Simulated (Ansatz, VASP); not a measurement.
**CdSe in VASP and in Ansatz**

Contents of POSCAR:

```
CdSe
1.0
    0.0000000000      2.8429458735      2.8429458735
    2.8429458735      0.0000000000      2.8429458735
    2.8429458735      2.8429458735      0.0000000000
Cd Se
1 1
Direct
    0.0000000000      0.0000000000      0.0000000000
    0.5000000000      0.5000000000      0.5000000000
```

The input INCAR.step1:

```
  PREC = Accurate
  ENCUT = 520
  EDIFF = 1E-5
  ISMEAR = -1
  SIGMA = 0.02
  LREAL = F
  LASPH = T
  NELM = 60
  ALGO = Normal
  ISIF = 2
  LWAVE = T
  LCHARG = F
  GGA = PE
  NBANDS = 16
```

File INCAR.step2:

```
  PREC = Accurate
  ENCUT = 520
  EDIFF = 1E-6
  ISMEAR = -1
  SIGMA = 0.02
  LREAL = F
  LASPH = T
  NELM = 60
  ALGO = Normal
  ISIF = 2
  LWAVE = F
  LCHARG = F
  GGA = PE
  LHFCALC = T
  AEXX = 0.5
  HFSCREEN = 0.1
  PRECFOCK = Normal
  ISTART = 1
  NBANDS = 16
```

File KPOINTS:

```
Automatic mesh
0
Gamma
  4 4 4
```

Input for Ansatz:

```yaml
crystal:
  lattice:
    - [0.0, 2.8429458735, 2.8429458735]
    - [2.8429458735, 0.0, 2.8429458735]
    - [2.8429458735, 2.8429458735, 0.0]
  atoms:
    - { symbol: Cd, position: [0.0, 0.0, 0.0] }
    - { symbol: Se, position: [0.5, 0.5, 0.5] }
kpoints:
  mp_grid: { grid: [4, 4, 4] }
hamiltonian:
  xc: { exchange: pbe, correlation: pbe, exx: { coeff: 0.5, omega: 0.1 } }
scf:
  occupations: { method: fermi_dirac, width: 0.02 }
  n_extra_bands: 4
output:
  forces: true
  stress: true
  eigenvalues: true
```

Alike in both runs: task single point; functional PBE-based screened hybrid with a share of 0.5 of exact exchange and HFSCREEN = 0.1; k mesh 4 × 4 × 4; occupations fermi-dirac, width 0.02 eV; no spin polarisation.

|  | VASP | Ansatz |
| --- | --- | --- |
| version | VASP 6.6.1 | Ansatz 0.2.0 |
| potentials or method | VASP PAW PBE potentials, release 64 (Cd, Se) | plane waves |
| plane-wave cutoff (eV) | 520 | 420 |
| valence electrons in the cell | 18 | 36 |

Ansatz gave:

| Item | Value |
| --- | --- |
| gap on the k mesh at the Fermi level (eV) | 2.04 |
| pressure (GPa) | -1.2 |

Question: Which values does VASP return?

Answer: gap on the k mesh at the Fermi level (eV): 2.11; pressure (GPa): -1.4.

VASP's potentials were made for PBE, not for PBE-based screened hybrid. The functional is the same, so the differences come from potentials, cutoffs and numerics. VASP's potentials hold 18 valence electrons a cell and Ansatz's 36, so a difference there can come from the potentials and not from the codes. Ansatz's warnings: stress exchange threshold loose, stress scf threshold loose.

The k mesh is coarse, so the values compare programs but aren't converged.
